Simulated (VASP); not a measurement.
# MgO (P6_3mc) in VASP: further runs, part 2 of 2

VASP 6.6.1. The steps go on from the part before.

**3. Single point, PBEsol**

This run uses another cell than the first one, of 11.26 Å³/atom, 0.984 times its volume.

File INCAR:

```
SYSTEM = MgO
PREC = Accurate ; ENCUT = 520
EDIFF = 1E-7 ; ISMEAR = 0
SIGMA = 0.05 ; LREAL = .FALSE.
LASPH = .TRUE. ; NELM = 80
ALGO = Normal ; ISIF = 2
LWAVE = .FALSE. ; LCHARG = .TRUE.
GGA = PS ; LELF = .TRUE.
LVHAR = .TRUE. ; NBANDS = 16
```

File KPOINTS:

```
regular mesh
0
G
  9 9 6
  0 0 0
```

File POSCAR:

```
MgO
1.0
    3.1878000000      0.0000000000      0.0000000000
   -1.5939000000      2.7607157822      0.0000000000
    0.0000000000      0.0000000000      5.1198000000
Mg O
2 2
Direct
    0.3333333333      0.6666666667      0.0036583380
    0.6666666667      0.3333333333      0.5036583380
    0.3333333333      0.6666666667      0.4009416620
    0.6666666667      0.3333333333      0.9009416620
```

Potentials or basis: VASP PAW PBE potentials, release 64 (Mg, O).

The run is started by

```sh
cat potpaw_PBE.64/Mg/POTCAR potpaw_PBE.64/O/POTCAR > POTCAR
mpirun -np 1 vasp_std > vasp.out
```

It took 24 s on 1 thread of Intel Xeon Platinum 8488C (Sapphire Rapids), shared host; peak memory 0.17 GiB.

Results (log left out):

```yaml
Free_energy: -24.4270 eV
Pressure: 8.0 GPa
Largest_force: 0.558 eV/Å
Band_gap_on_the_k_mesh: 3.74 eV, direct
```

Forces on the atoms (eV/Å):
```
Mg   0.000  0.000  0.558
Mg   0.000  0.000  0.558
O    0.000  0.000 -0.558
O    0.000  0.000 -0.558
```

Stress tensor (GPa, compression positive):
```
12.54  0.00  0.00
 0.00 12.54  0.00
 0.00  0.00 -0.94
```

Levels at points of the mesh, in eV from the valence-band top:
```
           k point  band 5  band 6  band 7  band 8  band 9  band 10  band 11  band 12
(0.00, 0.00, 0.00)   -0.54   -0.29   -0.29    0.00    3.74     8.98    10.34    15.05
(0.00, 0.00, 0.50)   -0.42   -0.42   -0.42   -0.42    6.28     6.28    13.22    13.22
```

Caveat: the PAW data sets were made with another functional, which shifts forces and pressure a little.

**4. Single point, PBEsol**

This run uses another cell than the first one, of 11.30 Å³/atom, 0.987 times its volume.

File INCAR:

```
PREC = Accurate
ENCUT = 520
EDIFF = 1E-6
ISMEAR = 0
SIGMA = 0.05
LREAL = False
LASPH = True
NELM = 80
ALGO = Normal
ISIF = 2
LWAVE = False
LCHARG = False
GGA = PS
NBANDS = 16
```

File KPOINTS:

```
Automatic mesh
0
Gamma
  9 9 6
```

File POSCAR:

```
MgO
1.0
    3.3613000000      0.0000000000      0.0000000000
   -1.6806500000      2.9109711897      0.0000000000
    0.0000000000      0.0000000000      4.6178000000
Mg O
2 2
Direct
    0.3333333333      0.6666666667      0.0036583380
    0.6666666667      0.3333333333      0.5036583380
    0.3333333333      0.6666666667      0.4009416620
    0.6666666667      0.3333333333      0.9009416620
```

The run is started by

```sh
cat potpaw_PBE.64/Mg/POTCAR potpaw_PBE.64/O/POTCAR > POTCAR
mpirun -np 1 vasp_std > vasp.out
```

Wall time 35 s (1 thread of Intel Xeon Platinum 8488C (Sapphire Rapids), shared host); peak memory 0.18 GiB.

The run converged. Its results:

* Free energy: -24.2903 eV
* Pressure: 7.1 GPa
* Largest force: 1.721 eV/Å
* Band gap on the k mesh: 3.47 eV, direct

Forces on the atoms (eV/Å):
```
Mg   0.000  0.000 -1.721
Mg   0.000  0.000 -1.721
O    0.000  0.000  1.721
O    0.000  0.000  1.721
```

Stress tensor (GPa, compression positive):
```
-1.18  0.00  0.00
 0.00 -1.18  0.00
 0.00  0.00 23.61
```

Levels at points of the mesh, in eV from the valence-band top:
| k point | band 4 | band 5 | band 6 | band 7 | band 8 | band 9 | band 10 | band 11 | band 12 | band 13 |
| --- | --- | --- | --- | --- | --- | --- | --- | --- | --- | --- |
| (0.00, 0.00, 0.00) | -1.09 | -1.09 | -0.57 | -0.57 | 0.00 | 3.47 | 8.56 | 11.02 | 13.35 | 13.35 |
| (0.00, 0.00, 0.50) | -2.13 | -0.84 | -0.84 | -0.84 | -0.84 | 6.07 | 6.07 | 13.88 | 13.88 | 13.88 |

Caveat: the PAW data sets were made with another functional, which shifts forces and pressure a little. A k mesh can miss the band edges.

**5. Single point, PBEsol**

This run uses another cell than the first one, of 11.29 Å³/atom, 0.986 times its volume.

File INCAR:

```
ALGO = Normal ; EDIFF = 1E-6
ENCUT = 520 ; GGA = PS
ISIF = 2 ; ISMEAR = 0
LASPH = T ; LCHARG = F
LREAL = F ; LWAVE = F
NBANDS = 16 ; NELM = 80
PREC = Accurate ; SIGMA = 0.05
```

File KPOINTS:

```
k-points
0
Gamma
  9 9 6
```

File POSCAR:

```
MgO
1.0
    3.1300000000      0.0000000000      0.0000000000
   -1.5650000000      2.7106595138      0.0000000000
    0.0000000000      0.0000000000      5.3206000000
Mg O
2 2
Direct
    0.3333333333      0.6666666667      0.0036583380
    0.6666666667      0.3333333333      0.5036583380
    0.3333333333      0.6666666667      0.4009416620
    0.6666666667      0.3333333333      0.9009416620
```

Potentials or basis: VASP PAW PBE potentials, release 64 (Mg, O).

The run is started by

```sh
cat potpaw_PBE.64/Mg/POTCAR potpaw_PBE.64/O/POTCAR > POTCAR
mpirun -np 1 vasp_std > vasp.out
```

OUTCAR:

```text
EDIFF = 1E-6
   ENCUT = 520
   GGA = PS
   ISIF = 2
   ISMEAR = 0
   LASPH = T
   LREAL = F
   NELM = 80
   PREC = Accurate

 ion  position               nearest neighbor table
   1  0.333  0.667  0.004-   4 1.89   4 1.89   4 1.89   3 2.11   2 3.22   2 3.22   2 3.22   2 3.22
                             2 3.22   2 3.22
   2  0.667  0.333  0.504-   3 1.89   3 1.89   3 1.89   4 2.11   1 3.22   1 3.22   1 3.22   1 3.22
                             1 3.22   1 3.22
   3  0.333  0.667  0.401-   2 1.89   2 1.89   2 1.89   1 2.11
   4  0.667  0.333  0.901-   1 1.89   1 1.89   1 1.89   2 2.11

  LATTYP: Found a hexagonal cell.
 ALAT       =     3.1300000000
 C/A-ratio  =     1.6998722045

  Lattice vectors:

 A1 = (   3.1300000000,   0.0000000000,   0.0000000000)
 A2 = (  -1.5650000000,   2.7106595138,   0.0000000000)
 A3 = (   0.0000000000,   0.0000000000,   5.3206000000)

Analysis of symmetry for initial positions (statically):
=====================================================================
[... 179 lines left out ...]
 E-fermi :   1.2595     XC(G=0): -10.1661

 val. band max:        0.9809045821   @ k =   0.0000   0.0000   0.0000
 cond. band min:       4.8085914806   @ k =   0.0000   0.0000   0.0000
 fundamental gap:      3.8276868986
 Fermi energy:         1.2595129732

 k-point     1 :       0.0000    0.0000    0.0000
  band No.  band energies     occupation
      1     -15.0855      2.00000
      2     -14.3913      2.00000
      3      -2.3911      2.00000
      4       0.6908      2.00000
      5       0.6908      2.00000
      6       0.8801      2.00000
[... 433 lines left out ...]
      3      -1.5076      2.00000
      4      -0.9470      2.00000
      5      -0.9470      2.00000
      6      -0.5080      2.00000
[... 8 lines left out ...]
     15      14.8782      0.00000
     16      19.8973      0.00000

 [... further k-points ...]

------------------------ aborting loop because EDIFF is reached ----------------------------------------

  FORCE on cell =-STRESS in cart. coord.  units (eV):
  Direction    XX          YY          ZZ          XY          YZ          ZX
  --------------------------------------------------------------------------------------
  -------------------------------------------------------------------------------------
  Total        5.2742417      5.2742417     -1.8539941      0.0000000     -0.0000000     -0.0000000
  in kB      187.1934707    187.1934707    -65.8019863      0.0000000     -0.0000000     -0.0000000
  external PRESSURE =     102.8616517 kB  Pullay stress =       0.0000000 kB

 VOLUME and BASIS-vectors are now :
 -----------------------------------------------------------------------------
  energy-cutoff  :      520.00
  volume of cell :       45.14
      direct lattice vectors                 reciprocal lattice vectors
     3.130000000  0.000000000  0.000000000     0.319488818  0.184456955  0.000000000
    -1.565000000  2.710659514  0.000000000     0.000000000  0.368913910  0.000000000
     0.000000000  0.000000000  5.320600000     0.000000000  0.000000000  0.187948728

 POSITION                                       TOTAL-FORCE (eV/Angst)
 -----------------------------------------------------------------------------------
     -0.00000      1.80711      0.01946         0.000000      0.000000      1.000101
      1.56500      0.90355      2.67976        -0.000000     -0.000000      1.000101
     -0.00000      1.80711      2.13325         0.000000     -0.000000     -1.000101
      1.56500      0.90355      4.79355        -0.000000      0.000000     -1.000101
 -----------------------------------------------------------------------------------
    total drift:                               -0.000000      0.000000     -0.000686

  FREE ENERGIE OF THE ION-ELECTRON SYSTEM (eV)
  ---------------------------------------------------
  free  energy   TOTEN  =       -24.2247558284 eV

  energy  without entropy=      -24.2247558284  energy(sigma->0) =      -24.22475583
```

Run time: 18 s. Hardware: 1 thread of Intel Xeon Platinum 8488C (Sapphire Rapids), shared host; peak memory 0.17 GiB.

Results:

```
Free energy            : -24.2248 eV
Pressure               : 10.3 GPa
Largest force          : 1.000 eV/Å
Band gap on the k mesh : 3.83 eV, direct
```

Forces in eV/Å, atoms in the order of the input:
```
Mg   0.000  0.000  1.000
Mg   0.000  0.000  1.000
O    0.000  0.000 -1.000
O    0.000  0.000 -1.000
```

Levels at points of the mesh, in eV from the valence-band top:
```tsv
k point	band 5	band 6	band 7	band 8	band 9	band 10	band 11	band 12
(0.00, 0.00, 0.00)	-0.29	-0.10	-0.10	0.00	3.83	9.25	10.12	15.75
(0.00, 0.00, 0.50)	-0.20	-0.20	-0.20	-0.20	6.35	6.35	13.01	13.01
```

Caveat: the PAW data sets were made with another functional, which shifts forces and pressure a little.

**6. Overview**

```tsv
cell	gap on the mesh (eV)	pressure (GPa)	largest force (eV/Å)
a = 3.246, b = 3.246, c = 5.019 Å, angles 90.0, 90.0, 120.0°, 4 atoms	3.58	4.6	0.17
a = 3.188, b = 3.188, c = 5.120 Å, angles 90.0, 90.0, 120.0°, 4 atoms	3.74	8.0	0.56
a = 3.361, b = 3.361, c = 4.618 Å, angles 90.0, 90.0, 120.0°, 4 atoms	3.47	7.1	1.72
a = 3.130, b = 3.130, c = 5.321 Å, angles 90.0, 90.0, 120.0°, 4 atoms	3.83	10.3	1.00
```

Alike in all rows: task single point; level PBEsol; potentials or basis VASP PAW PBE potentials, release 64 (Mg, O); no spin polarisation; k mesh 9 × 9 × 6; cutoff (eV) 520; smearing gaussian 0.05 eV.

Caveats: the PAW data sets were made with another functional, which shifts forces and pressure a little.

Total energies depend on the potentials used, so only differences within one code and one set of settings carry meaning.
